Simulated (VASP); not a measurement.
# Mg4O in VASP: a series of runs

Mg4O is run at these levels: LDA; tasks: single point.

All numbers are computed with VASP 6.6.1; they aren't measurements. Logs are shortened: lines on timing, memory, paths and dates and some standing lists are left out, and cuts for length are marked.

## Step 1: The cell of the first run

The cell holds a slab with vacuum, 5 atoms: a = 3.147 Å, b = 5.039 Å, c = 20.585 Å, α = 90.00°, β = 90.00°, γ = 90.00°.

## Step 2: Single point, LDA

Contents of INCAR:

```
PREC = Accurate ; ENCUT = 520
EDIFF = 1E-6 ; ISMEAR = 0
SIGMA = 0.1 ; LREAL = False
LASPH = True ; NELM = 100
ALGO = Normal ; ISIF = 2
LWAVE = False ; LCHARG = False
LDIPOL = True ; IDIPOL = 3
DIPOL = 0.5 0.5 0.337 ; GGA = CA
NBANDS = 15
```

Contents of KPOINTS:

```
Automatic mesh
0
Gamma
  8 5 1
```

Contents of POSCAR:

```
Mg4O
1.0
    3.1466128697      0.0000000000      0.0000000000
    0.0000000000      5.0388886589      0.0000000000
    0.0000000000      0.0000000000     20.5846139733
Mg O
4 1
Direct
    0.0000000000      0.7500000000      0.1943198937
    0.5000000000      0.2500000000      0.2384474589
    0.5000000000      0.7500000000      0.3306067122
    0.0000000000      0.2500000000      0.3684603453
    0.2500000000      0.5000000000      0.5545216436
```

Potentials or basis: VASP PAW LDA potentials, release 64 (Mg, O).

Launch:

```bash
cat potpaw_LDA.64/Mg/POTCAR potpaw_LDA.64/O/POTCAR > POTCAR
mpirun -np 1 vasp_std > vasp.out
```

OUTCAR:

```text
PREC = Accurate
   ENCUT = 520
   EDIFF = 1E-6
   ISMEAR = 0
   LREAL = False
   LASPH = True
   NELM = 100
   ISIF = 2
   GGA = CA

 ion  position               nearest neighbor table
   1  0.000  0.750  0.194-   2 3.11   2 3.11   2 3.11   2 3.11   3 3.22   3 3.22
   2  0.500  0.250  0.238-   4 3.10   4 3.10   1 3.11   1 3.11   1 3.11   1 3.11   3 3.15   3 3.15

   3  0.500  0.750  0.331-   4 3.07   4 3.07   4 3.07   4 3.07   2 3.15   2 3.15   1 3.22   1 3.22

   4  0.000  0.250  0.368-   3 3.07   3 3.07   3 3.07   3 3.07   2 3.10   2 3.10
   5  0.250  0.500  0.555-

  LATTYP: Found a simple orthorhombic cell.
 ALAT       =     3.1466128697
 B/A-ratio  =     1.6013691126
 C/A-ratio  =     6.5418323848

  Lattice vectors:

 A1 = (   3.1466128697,   0.0000000000,   0.0000000000)
 A2 = (   0.0000000000,   5.0388886589,   0.0000000000)
 A3 = (   0.0000000000,   0.0000000000,  20.5846139733)

Analysis of symmetry for initial positions (statically):
=====================================================================
 Subroutine PRICEL returns:
 Original cell was already a primitive cell.

 Routine SETGRP: Setting up the symmetry group for a
 simple orthorhombic supercell.

 Subroutine GETGRP returns: Found  1 space group operations
 (whereof  1 operations were pure point group operations)
 out of a pool of  8 trial point group operations.

The static configuration has the point symmetry C_1 .

Analysis of symmetry for dynamics (positions and initial velocities):
=====================================================================
 Subroutine PRICEL returns:
 Original cell was already a primitive cell.

 Routine SETGRP: Setting up the symmetry group for a
 simple orthorhombic supercell.

 Subroutine GETGRP returns: Found  1 space group operations
 (whereof  1 operations were pure point group operations)
 out of a pool of  8 trial point group operations.

The dynamic configuration has the point symmetry C_1 .

 Subroutine INISYM returns: Found  1 space group operations
 (whereof  1 operations are pure point group operations),
 and found     1 'primitive' translations

----------------------------------------------------------------------------------------

                                     Primitive cell

  volume of cell :     326.3779

  direct lattice vectors                    reciprocal lattice vectors
     3.146612870  0.000000000  0.000000000     0.317802043  0.000000000  0.000000000
     0.000000000  5.038888659  0.000000000     0.000000000  0.198456459  0.000000000
     0.000000000  0.000000000 20.584613973     0.000000000  0.000000000  0.048579973

  length of vectors
     3.146612870  5.038888659 20.584613973     0.317802043  0.198456459  0.048579973

  position of ions in fractional coordinates (direct lattice)
     0.000000000  0.750000000  0.194319894
     0.500000000  0.250000000  0.238447459
     0.500000000  0.750000000  0.330606712
     0.000000000  0.250000000  0.368460345
     0.250000000  0.500000000  0.554521644

  ion indices of the primitive-cell ions
   primitive index   ion index
                 1           1
                 2           2
                 3           3
                 4           4
                 5           5

----------------------------------------------------------------------------------------

 KPOINTS: Automatic mesh

Automatic generation of k-mesh.
 Grid dimensions read from file:
 generate k-points for:    8    5    1

 Generating k-lattice:

  Cartesian coordinates                     Fractional coordinates (reciprocal lattice)
     0.039725255  0.000000000  0.000000000     0.125000000  0.000000000  0.000000000
     0.000000000  0.039691292  0.000000000     0.000000000  0.200000000  0.000000000
     0.000000000  0.000000000  0.048579973     0.000000000  0.000000000  1.000000000

  Length of vectors
     0.039725255  0.039691292  0.048579973

  Shift w.r.t. Gamma in fractional coordinates (k-lattice)
     0.000000000  0.000000000  0.000000000

 Subroutine IBZKPT returns following result:
 ===========================================

 Found     21 irreducible k-points:

 Following reciprocal coordinates:
            Coordinates               Weight
  0.000000  0.000000  0.000000      1.000000
  0.125000  0.000000  0.000000      2.000000
  0.250000  0.000000  0.000000      2.000000
  0.375000  0.000000  0.000000      2.000000
  0.500000  0.000000  0.000000      1.000000
  0.000000  0.200000  0.000000      2.000000
[... 13 lines left out ...]
  0.375000 -0.400000  0.000000      2.000000
  0.500000  0.400000  0.000000      2.000000
   k-points           NKPTS =     21   k-points in BZ     NKDIM =     21   number of bands    NBANDS=     15
   number of dos      NEDOS =    301   number of ions     NIONS =      5
   total plane-waves  NPLWV = 153600
   dimension x,y,z NGX =    24 NGY =   40 NGZ =  160
   dimension x,y,z NGXF=    48 NGYF=   80 NGZF=  320
   ions per type =               4   1
   NGX,Y,Z   is equivalent  to a cutoff of  12.68, 13.20, 12.92 a.u.
   NGXF,Y,Z  is equivalent  to a cutoff of  25.36, 26.39, 25.84 a.u.
 SYSTEM =  unknown system
   PREC   = accura    normal or accurate (medium, high low for compatibility)
   ISTART =      0    job   : 0-new  1-cont  2-samecut
   ICHARG =      2    charge: 1-file 2-atom 10-const
   ISPIN  =      1    spin polarized calculation?
   LNONCOLLINEAR =      F non collinear calculations
   LSORBIT =      F    spin-orbit coupling
   LASPH  =      T    aspherical Exc in radial PAW
   ENCUT  =  520.0 eV  38.22 Ry    6.18 a.u.   5.85  9.37 38.27*2*pi/ulx,y,z
   NELM   =    100;   NELMIN=  2; NELMDL= -5     # of ELM steps
   EDIFF  = 0.1E-05   stopping-criterion for ELM
   LREAL  =      F    real-space projection
   EDIFFG = 0.1E-04   stopping-criterion for IOM
   NSW    =      0    number of steps for IOM
   IBRION =     -1    ionic relax: 0-MD 1-quasi-New 2-CG
   NFREE  =      0    steps in history (QN), initial steepest desc. (CG)
   ISIF   =      2    stress and relaxation
   ISYM   =      2    0-nonsym 1-usesym 2-fastsym
   POTIM  = 0.5000    time-step for ionic-motion
   TEBEG  =    0.0;   TEEND  =   0.0 temperature during run
   PSTRESS=    0.0 pullay stress
   NELECT =      14.0000    total number of electrons
   NUPDOWN=      -1.0000    fix difference up-down
   EMIN   =  10.00;   EMAX   =-10.00  energy-range for DOS
   EFERMI =   0.00;   METHOD = LEGACY
   ISMEAR =     0;   SIGMA  =   0.10  broadening in eV -4-tet -1-fermi 0-gaus
   EFERMI_NEDOS =   21; number of points for ismear=-14 and -15
   IALGO  =     38    algorithm
   IMIX   =      4    mixing-type and parameters
     AMIX     =   0.40;   BMIX     =  1.00
     AMIX_MAG =   1.60;   BMIX_MAG =  1.00
  volume/ion in A,a.u.               =      65.28       440.50
  Fermi-wavevector in a.u.,A,eV,Ry     =   0.573074  1.082953  4.468338  0.328414
  Thomas-Fermi vector in A             =   1.614207
   LORBIT       =      0    0 simple, 1 ext, 2 COOP (PROOUT), +10 PAW based schemes
   GGA     = CA    functional components
   LHFCALC =     F    Hartree Fock is set to
   AEXX    =    0.0000 exact exchange contribution
   IVDW    =     0    specifies the selected vdW correction
   LEPSILON=     F    determine dielectric tensor
   LRPA    =     F    only Hartree local field effects (RPA)
 non-spin polarized calculation
 Gauss-broadening in eV      SIGMA  =   0.10
  energy-cutoff  :      520.00
  volume of cell :      326.38
 maximum number of plane-waves:      8852
 NGX is ok and might be reduce to    24
   NGX = 11   NGY = 19   NGZ = 77

 number of electron      13.9999998 magnetization

 dipolmoment           0.000000      0.000000      0.473217 electrons x Angstroem

 Free energy of the ion-electron system (eV)
  ---------------------------------------------------
  ext. energy  EPLUGINS =         0.00000000
  ---------------------------------------------------
  free energy    TOTEN  =        -6.95182414 eV

  energy without entropy =       -6.88605428  energy(sigma->0) =       -6.91893921

 E-fermi :  -3.5992     XC(G=0):  -3.8559

 val. band max:       -3.6018724923   @ k =   0.3750   0.4000   0.0000
 cond. band min:      -3.5918604784   @ k =   0.5000   0.4000   0.0000
 fundamental gap:      0.0100120140
 Fermi energy:        -3.5991759625

 k-point     1 :       0.0000    0.0000    0.0000
  band No.  band energies     occupation
      1     -18.2771      2.00000
      2      -9.8375      2.00000
      3      -7.5696      2.00000
      4      -4.5489      2.00000
      5      -4.4200      2.00000
      6      -3.7901      1.99307
      7      -3.7559      1.97332
      8      -3.6865      1.78313
      9      -3.2746      0.00000
     10      -2.3444      0.00000
     11      -1.7321      0.00000
     12      -1.2693      0.00000
     13       0.1437      0.00000
     14       1.0754      0.00000
     15       1.6051      0.00000

 k-point     2 :       0.1250    0.0000    0.0000
  band No.  band energies     occupation
      1     -18.2528      2.00000
      2      -9.6011      2.00000
      3      -7.3351      2.00000
      4      -4.3380      2.00000
      5      -4.2054      2.00000
      6      -3.7381      1.95050
      7      -3.7198      1.91194
      8      -3.4692      0.06612
      9      -3.4511      0.03621
     10      -2.1316      0.00000
     11      -1.5136      0.00000
     12      -1.1289      0.00000
     13       0.3695      0.00000
     14       1.2980      0.00000
     15       1.3331      0.00000
[... 311 lines left out ...]
      3      -5.7237      2.00000
      4      -4.5521      2.00000
      5      -4.2212      2.00000
      6      -3.7385      1.95120
      7      -3.6129      1.15363
      8      -3.5915      0.91411
      9      -2.8656      0.00000
     10      -2.0526      0.00000
     11      -1.5528      0.00000
     12      -0.8972      0.00000
     13      -0.5265      0.00000
     14       0.1730      0.00000
     15       1.5639      0.00000

 k-point    21 :       0.5000    0.4000    0.0000
  band No.  band energies     occupation
      1     -18.1061      2.00000
      2      -5.3151      2.00000
      3      -5.1845      2.00000
      4      -4.3807      2.00000
      5      -4.3479      2.00000
      6      -4.0867      2.00000
      7      -3.5919      0.91760
      8      -3.5753      0.73546
      9      -2.7842      0.00000
     10      -2.7736      0.00000
     11      -1.8510      0.00000
     12      -1.6926      0.00000
     13      -0.0371      0.00000
     14       0.0022      0.00000
     15       0.9913      0.00000

------------------------ aborting loop because EDIFF is reached ----------------------------------------

 vacuum level on the upper side and lower side of the slab       (xc-potential included)         2.613        -2.652

  FORCE on cell =-STRESS in cart. coord.  units (eV):
  Direction    XX          YY          ZZ          XY          YZ          ZX
  --------------------------------------------------------------------------------------
  -------------------------------------------------------------------------------------
  Total       -2.4878423     -1.1078813     -2.6977654     -0.0258882     -0.1951116     -0.0497723
  in kB      -12.2127263     -5.4385483    -13.2432313     -0.1270841     -0.9577954     -0.2443304
  external PRESSURE =     -10.2981687 kB  Pullay stress =       0.0000000 kB

 VOLUME and BASIS-vectors are now :
 -----------------------------------------------------------------------------
  energy-cutoff  :      520.00
  volume of cell :      326.38
      direct lattice vectors                 reciprocal lattice vectors
     3.146612870  0.000000000  0.000000000     0.317802043  0.000000000  0.000000000
     0.000000000  5.038888659  0.000000000     0.000000000  0.198456459  0.000000000
     0.000000000  0.000000000 20.584613973     0.000000000  0.000000000  0.048579973

 POSITION                                       TOTAL-FORCE (eV/Angst)
 -----------------------------------------------------------------------------------
      0.00000      3.77917      4.00000         0.000166     -0.012705      0.257967
      1.57331      1.25972      4.90835         0.002593      0.011306     -0.043167
      1.57331      3.77917      6.80541        -0.002076     -0.002093     -0.054737
      0.00000      1.25972      7.58461         0.010724      0.058788      0.356093
      0.78665      2.51944     11.41461        -0.011408     -0.055296     -0.516157
 -----------------------------------------------------------------------------------
    total drift:                               -0.000145     -0.000064     -0.000209

  FREE ENERGIE OF THE ION-ELECTRON SYSTEM (eV)
  ---------------------------------------------------
  free  energy   TOTEN  =        -6.9518241403 eV

  energy  without entropy=       -6.8860542756  energy(sigma->0) =       -6.91893921

 vacuum level on the upper side and lower side of the slab         5.514         0.114
```

It took 2 min on 1 thread of Intel Xeon 6975P-C (Granite Rapids), shared host; peak memory 0.35 GiB.

Results:

* Free energy: -6.9518 eV
* Largest force: 0.519 eV/Å
* Band gap on the k mesh: zero (band 7 reaches -3.55 eV, above the bottom of band 8 at -3.70 eV)

Forces in eV/Å, atoms in the order of the input:
```
Mg   0.000 -0.013  0.258
Mg   0.003  0.011 -0.043
Mg  -0.002 -0.002 -0.055
Mg   0.011  0.059  0.356
O   -0.011 -0.055 -0.516
```

## Step 3: Single point, LDA

Contents of INCAR:

```
SYSTEM = Mg4O
  PREC = Accurate
  ENCUT = 520
  EDIFF = 1E-7
  ISMEAR = 0
  SIGMA = 0.1
  LREAL = .FALSE.
  LASPH = .TRUE.
  NELM = 80
  ALGO = Normal
  ISIF = 2
  LWAVE = .FALSE.
  LCHARG = .FALSE.
  LDIPOL = .TRUE.
  IDIPOL = 3
  DIPOL = 0.5 0.5 0.307
  GGA = CA
  NBANDS = 15
```

Contents of KPOINTS:

```
regular mesh
0
G
  8 5 1
  0 0 0
```

POSCAR, as its differences from that of step 2:

```diff
@@ -12,2 +12,2 @@
     0.0000000000      0.2500000000      0.3684603453
-    0.2500000000      0.5000000000      0.5545216436
+    0.3750000000      0.6250000000      0.4029521265
```

Potentials or basis: VASP PAW LDA potentials, release 64 (Mg, O).

Launch:

```bash
cat potpaw_LDA.64/Mg/POTCAR potpaw_LDA.64/O/POTCAR > POTCAR
mpirun -np 1 vasp_std > vasp.out
```

OUTCAR:

```text
SYSTEM = Mg4O
   PREC = Accurate
   ENCUT = 520
   EDIFF = 1E-7
   ISMEAR = 0
   LREAL = .FALSE.
   LASPH = .TRUE.
   NELM = 80
   ISIF = 2
   GGA = CA

 ion  position               nearest neighbor table
   1  0.000  0.750  0.194-   2 3.11   2 3.11   2 3.11   2 3.11   3 3.22   3 3.22
   2  0.500  0.250  0.238-   4 3.10   4 3.10   1 3.11   1 3.11   1 3.11   1 3.11   3 3.15   3 3.15

   3  0.500  0.750  0.331-   5 1.66   4 3.07   4 3.07   4 3.07   4 3.07   2 3.15   2 3.15   1 3.22
                             1 3.22
   4  0.000  0.250  0.368-   5 2.34   3 3.07   3 3.07   3 3.07   3 3.07   2 3.10   2 3.10
   5  0.375  0.625  0.403-   3 1.66   4 2.34

  LATTYP: Found a simple orthorhombic cell.
 ALAT       =     3.1466128697
 B/A-ratio  =     1.6013691126
 C/A-ratio  =     6.5418323848

  Lattice vectors:

 A1 = (   3.1466128697,   0.0000000000,   0.0000000000)
 A2 = (   0.0000000000,   5.0388886589,   0.0000000000)
 A3 = (   0.0000000000,   0.0000000000,  20.5846139733)

Analysis of symmetry for initial positions (statically):
=====================================================================
[... 549 lines left out ...]
      4      -4.6616      2.00000
      5      -4.1066      2.00000
      6      -3.8120      2.00000
      7      -3.0309      1.99993
      8      -2.8069      1.57321
      9      -1.4340      0.00000
     10      -1.0511      0.00000
     11      -0.1820      0.00000
     12       0.2268      0.00000
     13       1.5324      0.00000
     14       1.9492      0.00000
     15       2.8280      0.00000

------------------------ aborting loop because EDIFF is reached ----------------------------------------

 vacuum level on the upper side and lower side of the slab       (xc-potential included)         1.065        -1.165

  FORCE on cell =-STRESS in cart. coord.  units (eV):
  Direction    XX          YY          ZZ          XY          YZ          ZX
  --------------------------------------------------------------------------------------
  -------------------------------------------------------------------------------------
  Total       -0.5635742     -4.1311347      4.5109123      0.4577189     -3.6866570     -2.3469201
  in kB       -2.7665650    -20.2795881     22.1439024      2.2469251    -18.0976638    -11.5209444
  external PRESSURE =      -0.3007502 kB  Pullay stress =       0.0000000 kB

 VOLUME and BASIS-vectors are now :
 -----------------------------------------------------------------------------
  energy-cutoff  :      520.00
  volume of cell :      326.38
      direct lattice vectors                 reciprocal lattice vectors
     3.146612870  0.000000000  0.000000000     0.317802043  0.000000000  0.000000000
     0.000000000  5.038888659  0.000000000     0.000000000  0.198456459  0.000000000
     0.000000000  0.000000000 20.584613973     0.000000000  0.000000000  0.048579973

 POSITION                                       TOTAL-FORCE (eV/Angst)
 -----------------------------------------------------------------------------------
      0.00000      3.77917      4.00000        -0.000905     -0.047151      0.141609
      1.57331      1.25972      4.90835         0.017663     -0.045028     -0.122773
      1.57331      3.77917      6.80541         1.374865      1.733551     -3.785015
      0.00000      1.25972      7.58461         0.343603      2.056682      1.297676
      1.17998      3.14931      8.29461        -1.735227     -3.698053      2.468503
 -----------------------------------------------------------------------------------
    total drift:                                0.000007     -0.000127      0.000159

  FREE ENERGIE OF THE ION-ELECTRON SYSTEM (eV)
  ---------------------------------------------------
  free  energy   TOTEN  =       -13.1170325267 eV

  energy  without entropy=      -13.1014725764  energy(sigma->0) =      -13.10925255

 vacuum level on the upper side and lower side of the slab         3.258         0.961
```

Run time: 96 s. Hardware: 1 thread of Intel Xeon 6975P-C (Granite Rapids), shared host; peak memory 0.35 GiB.

What came out:

```
Free energy            : -13.1170 eV
Largest force          : 4.773 eV/Å
Band gap on the k mesh : zero (band 7 reaches -2.45 eV, above the bottom of band 8 at -3.01 eV)
```

Forces on the atoms (eV/Å):
```
Mg  -0.001 -0.047  0.142
Mg   0.018 -0.045 -0.123
Mg   1.375  1.734 -3.785
Mg   0.344  2.057  1.298
O   -1.735 -3.698  2.469
```

## Step 4: Single point, LDA

Contents of INCAR:

```
SYSTEM = Mg4O
PREC = Accurate ; ENCUT = 520
EDIFF = 1E-6 ; ISMEAR = 0
SIGMA = 0.1 ; LREAL = .False.
LASPH = .True. ; NELM = 60
ALGO = Normal ; ISIF = 2
LWAVE = .False. ; LCHARG = .False.
LDIPOL = .True. ; IDIPOL = 3
DIPOL = 0.5 0.5 0.314 ; GGA = CA
NBANDS = 15
```

Contents of KPOINTS:

```
Automatic mesh
0
Gamma
  8 5 1
  0 0 0
```

POSCAR, as its differences from that of step 3:

```diff
@@ -12,2 +12,2 @@
     0.0000000000      0.2500000000      0.3684603453
-    0.3750000000      0.6250000000      0.4029521265
+    0.3750000000      0.6250000000      0.4398729063
```

Launch:

```bash
cat potpaw_LDA.64/Mg/POTCAR potpaw_LDA.64/O/POTCAR > POTCAR
mpirun -np 1 vasp_std > vasp.out
```

Run time: 79 s. Hardware: 1 thread of Intel Xeon 6975P-C (Granite Rapids), shared host; peak memory 0.34 GiB.

It converged, with:

- Free energy: -11.2221 eV
- Largest force: 3.888 eV/Å
- Band gap on the k mesh: zero (band 7 reaches -3.15 eV, above the bottom of band 8 at -3.56 eV)

Forces on the atoms (eV/Å):
```
Mg   0.002 -0.002  0.247
Mg   0.022 -0.016 -0.052
Mg  -0.190 -0.443  1.820
Mg   0.228  1.155  1.811
O   -0.062 -0.693 -3.825
```

Levels at points of the mesh, in eV from the Fermi level:
```tsv
k point	band 3	band 4	band 5	band 6	band 7	band 8	band 9	band 10	band 11	band 12
(0.00, 0.00, 0.00)	-3.77	-1.43	-1.22	-0.69	-0.10	0.16	0.37	1.80	2.55	3.00
(0.50, 0.00, 0.00)	-2.57	-1.51	-1.12	-0.67	0.19	0.54	2.58	2.82	3.16	3.23
```
